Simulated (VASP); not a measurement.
# AlN in VASP: further runs

The runs below take AlN through single point, with LDA, PBE.

Program: VASP 6.6.1. These are calculated values, not measurements. Logs are shortened: lines on timing, memory, paths and dates and some standing lists are left out, and cuts for length are marked.

## 1. The cell of the first run

The typed cell holds 16 atoms: a = 6.260 Å, b = 6.260 Å, c = 5.017 Å, α = 90.00°, β = 90.00°, γ = 120.00°.

## 2. Single point, LDA

Input file INCAR:

```
PREC     = Accurate       # precision mode
ENCUT    = 600            # plane-wave cutoff, eV
EDIFF    = 1E-6           # SCF threshold, eV
ISMEAR   = -1             # smearing method
SIGMA    = 0.01           # smearing width, eV
LREAL    = False          # projectors in reciprocal space
LASPH    = True           # aspherical terms in the spheres
NELM     = 120            # most SCF steps
ALGO     = Normal         # electronic algorithm
ISIF     = 2              # what is computed and relaxed
LWAVE    = False          # write WAVECAR
LCHARG   = False          # write CHGCAR
GGA      = CA             # functional
NBANDS   = 46             # bands
GGA_COMPAT= False
```

Input file KPOINTS:

```
Automatic mesh
0
Gamma
  1 1 2
  0.25 0.25 0.25
```

Input file POSCAR:

```
AlN
1.0
    6.2595139307      0.0000000618      0.0000000000
   -3.1297570188      5.4208980485      0.0000000000
    0.0000000000      0.0000000000      5.0174032550
Al N
8 8
Direct
    0.3335524029      0.1664661886      0.5000247798
    0.3335524029      0.6664661886      0.5000247798
    0.8335524029      0.1664661886      0.5000247798
    0.8335524029      0.6664661886      0.5000247798
    0.1664661886      0.3335524029      0.0000247798
    0.1664661886      0.8335524029      0.0000247798
    0.6664661886      0.3335524029      0.0000247798
    0.6664661886      0.8335524029      0.0000247798
    0.3319615436      0.1680198649      0.8799752202
    0.1680198649      0.3319615436      0.3799752202
    0.3319615436      0.6680198649      0.8799752202
    0.1680198649      0.8319615436      0.3799752202
    0.8319615436      0.1680198649      0.8799752202
    0.6680198649      0.3319615436      0.3799752202
    0.8319615436      0.6680198649      0.8799752202
    0.6680198649      0.8319615436      0.3799752202
```

Potentials or basis: VASP PAW LDA potentials, release 64 (Al, N).

Run with:

```bash
$ cat potpaw_LDA.64/Al/POTCAR potpaw_LDA.64/N/POTCAR > POTCAR
$ mpirun -np 1 vasp_std > vasp.out
```

OUTCAR:

```text
PREC = Accurate
   ENCUT = 600
   EDIFF = 1E-6
   ISMEAR = -1
   LREAL = False
   LASPH = True
   NELM = 120
   ISIF = 2
   GGA = CA

 ion  position               nearest neighbor table
   1  0.334  0.166  0.500-  10 1.89   9 1.91  14 1.91  12 1.91   7 3.09   7 3.09   6 3.09   6 3.09
                             5 3.09   5 3.09   3 3.13   3 3.13   2 3.13   2 3.13   4 3.13   4 3.13
   2  0.334  0.666  0.500-  12 1.89  11 1.91  16 1.91  10 1.91   8 3.09   8 3.09   5 3.09   5 3.09
                             6 3.09   6 3.09   4 3.13   4 3.13   1 3.13   1 3.13   3 3.13   3 3.13
   3  0.834  0.166  0.500-  14 1.89  13 1.91  10 1.91  16 1.91   5 3.09   5 3.09   8 3.09   8 3.09
                             7 3.09   7 3.09   1 3.13   1 3.13   4 3.13   4 3.13   2 3.13   2 3.13
   4  0.834  0.666  0.500-  16 1.89  15 1.91  12 1.91  14 1.91   6 3.09   6 3.09   7 3.09   7 3.09
                             8 3.09   8 3.09   2 3.13   2 3.13   3 3.13   3 3.13   1 3.13   1 3.13
   5  0.166  0.334  0.000-   9 1.89  10 1.91  11 1.91  13 1.91   3 3.09   3 3.09   2 3.09   2 3.09
                             1 3.09   1 3.09   7 3.13   7 3.13   6 3.13   6 3.13   8 3.13   8 3.13
   6  0.166  0.834  0.000-  11 1.89  12 1.91   9 1.91  15 1.91   4 3.09   4 3.09   1 3.09   1 3.09
                             2 3.09   2 3.09   8 3.13   8 3.13   5 3.13   5 3.13   7 3.13   7 3.13
   7  0.666  0.334  0.000-  13 1.89  14 1.91  15 1.91   9 1.91   1 3.09   1 3.09   4 3.09   4 3.09
                             3 3.09   3 3.09   5 3.13   5 3.13   8 3.13   8 3.13   6 3.13   6 3.13
   8  0.666  0.834  0.000-  15 1.89  16 1.91  13 1.91  11 1.91   2 3.09   2 3.09   3 3.09   3 3.09
                             4 3.09   4 3.09   6 3.13   6 3.13   7 3.13   7 3.13   5 3.13   5 3.13
   9  0.332  0.168  0.880-   5 1.89   1 1.91   6 1.91   7 1.91
[... 14 lines left out ...]
 A1 = (   6.2595139307,   0.0000000618,   0.0000000000)
 A2 = (  -3.1297570188,   5.4208980485,   0.0000000000)
 A3 = (   0.0000000000,   0.0000000000,   5.0174032550)

Analysis of symmetry for initial positions (statically):
=====================================================================
 Subroutine PRICEL returns following result:

  LATTYP: Found a hexagonal cell.
 ALAT       =     3.1297569654
 C/A-ratio  =     1.6031287127

  Lattice vectors:

 A1 = (   3.1297569653,   0.0000000309,   0.0000000000)
 A2 = (  -1.5648785094,   2.7104490242,   0.0000000000)
 A3 = (   0.0000000000,   0.0000000000,   5.0174032550)

   4 primitive cells build up your supercell.

 Routine SETGRP: Setting up the symmetry group for a
 hexagonal supercell.

 Subroutine GETGRP returns: Found  2 space group operations
 (whereof  1 operations were pure point group operations)
 out of a pool of 24 trial point group operations.

The static configuration has the point symmetry C_1 .
 The point group associated with its full space group is C_1h.

Analysis of symmetry for dynamics (positions and initial velocities):
=====================================================================
 Subroutine PRICEL returns following result:

  LATTYP: Found a hexagonal cell.
 ALAT       =     3.1297569654
 C/A-ratio  =     1.6031287127

  Lattice vectors:

 A1 = (   3.1297569653,   0.0000000309,   0.0000000000)
 A2 = (  -1.5648785094,   2.7104490242,   0.0000000000)
 A3 = (   0.0000000000,   0.0000000000,   5.0174032550)

   4 primitive cells build up your supercell.

 Routine SETGRP: Setting up the symmetry group for a
 hexagonal supercell.

 Subroutine GETGRP returns: Found  2 space group operations
 (whereof  1 operations were pure point group operations)
 out of a pool of 24 trial point group operations.

The dynamic configuration has the point symmetry C_1 .
 The point group associated with its full space group is C_1h.

 Subroutine INISYM returns: Found  2 space group operations
 (whereof  1 operations are pure point group operations),
 and found     4 'primitive' translations

----------------------------------------------------------------------------------------

                                     Primitive cell

  volume of cell :      42.5629

  direct lattice vectors                    reciprocal lattice vectors
     3.129756965  0.000000031  0.000000000     0.319513625  0.184471282  0.000000000
    -1.564878509  2.710449024  0.000000000    -0.000000004  0.368942557  0.000000000
     0.000000000  0.000000000  5.017403255     0.000000000  0.000000000  0.199306284

  length of vectors
     3.129756965  3.129756965  5.017403255     0.368942557  0.368942557  0.199306284

  position of ions in fractional coordinates (direct lattice)
     0.667104806  0.332932377  0.500024780
     0.332932377  0.667104806  0.000024780
     0.663923087  0.336039730  0.879975220
     0.336039730  0.663923087  0.379975220

  ion indices of the primitive-cell ions
   primitive index   ion index
                 1           1
                 2           5
                 3           9
                 4          10

----------------------------------------------------------------------------------------

 KPOINTS: Automatic mesh

Automatic generation of k-mesh.
 Grid dimensions read from file:
 generate k-points for:    1    1    2

 Generating k-lattice:

  Cartesian coordinates                     Fractional coordinates (reciprocal lattice)
     0.159756813  0.092235641  0.000000000     1.000000000  0.000000000  0.000000000
    -0.000000002  0.184471279  0.000000000     0.000000000  1.000000000  0.000000000
     0.000000000  0.000000000  0.099653142     0.000000000  0.000000000  0.500000000

  Length of vectors
     0.184471279  0.184471279  0.099653142

  Shift w.r.t. Gamma in fractional coordinates (k-lattice)
     0.250000000  0.250000000  0.250000000

 Subroutine IBZKPT returns following result:
 ===========================================

 Found      8 irreducible k-points:

 Following reciprocal coordinates:
            Coordinates               Weight
  0.250000  0.250000  0.125000      2.000000
 -0.250000  0.500000  0.125000      4.000000
  0.500000  0.250000  0.125000      4.000000
 -0.250000 -0.250000  0.125000      2.000000
  0.250000  0.250000 -0.375000      2.000000
 -0.250000  0.500000 -0.375000      4.000000
  0.500000  0.250000 -0.375000      4.000000
 -0.250000 -0.250000 -0.375000      2.000000
   k-points           NKPTS =      8   k-points in BZ     NKDIM =      8   number of bands    NBANDS=     46
   number of dos      NEDOS =    301   number of ions     NIONS =     16
   total plane-waves  NPLWV = 100000
   dimension x,y,z NGX =    50 NGY =   50 NGZ =   40
   dimension x,y,z NGXF=   100 NGYF=  100 NGZF=   80
   ions per type =               8   8
   NGX,Y,Z   is equivalent  to a cutoff of  13.28, 13.28, 13.25 a.u.
   NGXF,Y,Z  is equivalent  to a cutoff of  26.56, 26.56, 26.51 a.u.
 SYSTEM =  unknown system
   PREC   = accura    normal or accurate (medium, high low for compatibility)
   ISTART =      0    job   : 0-new  1-cont  2-samecut
   ICHARG =      2    charge: 1-file 2-atom 10-const
   ISPIN  =      1    spin polarized calculation?
   LNONCOLLINEAR =      F non collinear calculations
   LSORBIT =      F    spin-orbit coupling
   LASPH  =      T    aspherical Exc in radial PAW
   ENCUT  =  600.0 eV  44.10 Ry    6.64 a.u.  12.50 12.50 10.02*2*pi/ulx,y,z
   NELM   =    120;   NELMIN=  2; NELMDL= -5     # of ELM steps
   EDIFF  = 0.1E-05   stopping-criterion for ELM
   LREAL  =      F    real-space projection
   EDIFFG = 0.1E-04   stopping-criterion for IOM
   NSW    =      0    number of steps for IOM
   IBRION =     -1    ionic relax: 0-MD 1-quasi-New 2-CG
   NFREE  =      0    steps in history (QN), initial steepest desc. (CG)
   ISIF   =      2    stress and relaxation
   ISYM   =      2    0-nonsym 1-usesym 2-fastsym
   POTIM  = 0.5000    time-step for ionic-motion
   TEBEG  =    0.0;   TEEND  =   0.0 temperature during run
   PSTRESS=    0.0 pullay stress
   NELECT =      64.0000    total number of electrons
   NUPDOWN=      -1.0000    fix difference up-down
   EMIN   =  10.00;   EMAX   =-10.00  energy-range for DOS
   EFERMI =   0.00;   METHOD = LEGACY
   ISMEAR =    -1;   SIGMA  =   0.01  broadening in eV -4-tet -1-fermi 0-gaus
   EFERMI_NEDOS =   21; number of points for ismear=-14 and -15
   IALGO  =     38    algorithm
   IMIX   =      4    mixing-type and parameters
     AMIX     =   0.40;   BMIX     =  1.00
     AMIX_MAG =   1.60;   BMIX_MAG =  1.00
  volume/ion in A,a.u.               =      10.64        71.81
  Fermi-wavevector in a.u.,A,eV,Ry     =   1.181511  2.232733 18.993310  1.395969
  Thomas-Fermi vector in A             =   2.317783
   LORBIT       =      0    0 simple, 1 ext, 2 COOP (PROOUT), +10 PAW based schemes
   GGA     = CA    functional components
   LHFCALC =     F    Hartree Fock is set to
   AEXX    =    0.0000 exact exchange contribution
   IVDW    =     0    specifies the selected vdW correction
   LEPSILON=     F    determine dielectric tensor
   LRPA    =     F    only Hartree local field effects (RPA)
 non-spin polarized calculation
  energy-cutoff  :      600.00
  volume of cell :      170.25
 maximum number of plane-waves:      5678
   NGX = 25   NGY = 25   NGZ = 21

 number of electron      64.0000000 magnetization

 Free energy of the ion-electron system (eV)
  ---------------------------------------------------
  ext. energy  EPLUGINS =         0.00000000
  ---------------------------------------------------
  free energy    TOTEN  =      -132.77298036 eV

  energy without entropy =     -132.77298036  energy(sigma->0) =     -132.77298036

 E-fermi :   5.5593     XC(G=0): -11.1730

 val. band max:        5.2962653415   @ k =  -0.2500  -0.2500   0.1250
 cond. band min:      10.8885168256   @ k =  -0.2500   0.5000   0.1250
 fundamental gap:      5.5922514841
 Fermi energy:         5.5593374777

 k-point     1 :       0.2500    0.2500    0.1250
  band No.  band energies     occupation
      1      -8.6301      2.00000
      2      -7.9787      2.00000
      3      -7.9787      2.00000
      4      -6.9116      2.00000
      5      -6.9081      2.00000
      6      -6.6498      2.00000
[... 365 lines left out ...]
     43      14.3815      0.00000
     44      14.4562      0.00000
 [bands above 44 left out]

------------------------ aborting loop because EDIFF is reached ----------------------------------------

  FORCE on cell =-STRESS in cart. coord.  units (eV):
  Direction    XX          YY          ZZ          XY          YZ          ZX
  --------------------------------------------------------------------------------------
  -------------------------------------------------------------------------------------
  Total       -9.7334444    -10.7136216     -5.2359136     -0.8488583     -0.0035678     -0.0020599
  in kB      -91.5980597   -100.8221665    -49.2733621     -7.9883105     -0.0335755     -0.0193848
  external PRESSURE =     -80.5645295 kB  Pullay stress =       0.0000000 kB

 VOLUME and BASIS-vectors are now :
 -----------------------------------------------------------------------------
  energy-cutoff  :      600.00
  volume of cell :      170.25
      direct lattice vectors                 reciprocal lattice vectors
     6.259513931  0.000000062  0.000000000     0.159756813  0.092235641  0.000000000
    -3.129757019  5.420898048  0.000000000    -0.000000002  0.184471279  0.000000000
     0.000000000  0.000000000  5.017403255     0.000000000  0.000000000  0.199306284

 POSITION                                       TOTAL-FORCE (eV/Angst)
 -----------------------------------------------------------------------------------
      1.56688      0.90240      2.50883         0.111312     -0.066043      0.018956
      0.00200      3.61285      2.50883         0.111312     -0.066043      0.018956
      4.69663      0.90240      2.50883         0.111312     -0.066043      0.018956
      3.13176      3.61285      2.50883         0.111312     -0.066043      0.018956
     -0.00194      1.80815      0.00012        -0.112851      0.063377      0.018956
     -1.56682      4.51860      0.00012        -0.112851      0.063377      0.018956
[... 8 lines left out ...]
      3.11694      3.62127      4.41519         0.176331     -0.100028     -0.018956
      1.57764      4.50998      1.90649        -0.174792      0.102693     -0.018956
 -----------------------------------------------------------------------------------
    total drift:                                0.000001      0.000002      0.003103

  FREE ENERGIE OF THE ION-ELECTRON SYSTEM (eV)
  ---------------------------------------------------
  free  energy   TOTEN  =      -132.7729803555 eV

  energy  without entropy=     -132.7729803555  energy(sigma->0) =     -132.77298036
```

It took 47 s on 1 thread of Intel Xeon Platinum 8488C (Sapphire Rapids), shared host; peak memory 0.26 GiB.

What came out:

* Free energy: -132.7730 eV
* Pressure: -8.1 GPa
* Largest force: 0.204 eV/Å
* Band gap on the k mesh: 5.59 eV

Forces on the atoms (eV/Å):
```
Al   0.111 -0.066  0.019
Al   0.111 -0.066  0.019
Al   0.111 -0.066  0.019
Al   0.111 -0.066  0.019
Al  -0.113  0.063  0.019
Al  -0.113  0.063  0.019
Al  -0.113  0.063  0.019
Al  -0.113  0.063  0.019
N    0.176 -0.100 -0.019
N   -0.175  0.103 -0.019
N    0.176 -0.100 -0.019
N   -0.175  0.103 -0.019
N    0.176 -0.100 -0.019
N   -0.175  0.103 -0.019
N    0.176 -0.100 -0.019
N   -0.175  0.103 -0.019
```

Stress tensor (GPa, compression positive):
```
 -9.16  -0.80   0.00
 -0.80 -10.08   0.00
  0.00   0.00  -4.93
```

Caveat: the k points lie up to 0.58 Å⁻¹ apart; a shifted mesh leaves out Γ, where band edges can lie. A k mesh can miss the band edges.

## 3. Single point, PBE

Input file INCAR:

```
SYSTEM = AlN
PREC = Accurate ; ENCUT = 600
EDIFF = 1E-6 ; ISMEAR = -1
SIGMA = 0.01 ; LREAL = .FALSE.
LASPH = .TRUE. ; NELM = 120
ALGO = Normal ; ISIF = 2
LWAVE = .FALSE. ; LCHARG = .FALSE.
GGA = PE ; NBANDS = 46
GGA_COMPAT = .FALSE.
```

Input file KPOINTS:

```
Automatic mesh
0
G
  1 1 2
  0 0 0
```

POSCAR is that of step 2.

Potentials or basis: VASP PAW PBE potentials, release 64 (Al, N).

Run with:

```bash
$ cat potpaw_PBE.64/Al/POTCAR potpaw_PBE.64/N/POTCAR > POTCAR
$ mpirun -np 1 vasp_std > vasp.out
```

Run time: 22 s. Hardware: 1 thread of Intel Xeon Platinum 8488C (Sapphire Rapids), shared host; peak memory 0.28 GiB.

The run converged. Its results:

| Quantity | Value |
| --- | --- |
| Free energy | -114.1674 eV |
| Pressure | 0.7 GPa |
| Largest force | 0.479 eV/Å |
| Band gap on the k mesh | 4.00 eV |

Forces in eV/Å, atoms in the order of the input:
```
Al   0.112 -0.066 -0.429
Al   0.112 -0.066 -0.429
Al   0.112 -0.066 -0.429
Al   0.112 -0.066 -0.429
Al  -0.113  0.063 -0.429
Al  -0.113  0.063 -0.429
Al  -0.113  0.063 -0.429
Al  -0.113  0.063 -0.429
N    0.186 -0.106  0.429
N   -0.185  0.108  0.429
N    0.186 -0.106  0.429
N   -0.185  0.108  0.429
N    0.186 -0.106  0.429
N   -0.185  0.108  0.429
N    0.186 -0.106  0.429
N   -0.185  0.108  0.429
```

Stress tensor (GPa, compression positive):
```
 4.89 -0.69  0.00
-0.69  4.09  0.00
 0.00  0.00 -6.92
```

Levels at points of the mesh, in eV from the valence-band top:
```tsv
k point	band 28	band 29	band 30	band 31	band 32	band 33	band 34	band 35	band 36	band 37
(0.00, 0.00, 0.00)	-0.65	-0.62	-0.16	-0.15	0.00	4.00	5.58	5.58	5.59	5.64
(0.00, 0.00, 0.50)	-1.33	-0.51	-0.51	-0.47	-0.47	5.08	5.08	5.14	5.14	5.14
```

Caveat: the k points lie up to 1.16 Å⁻¹ apart, too coarse for converged energies, forces and pressures.
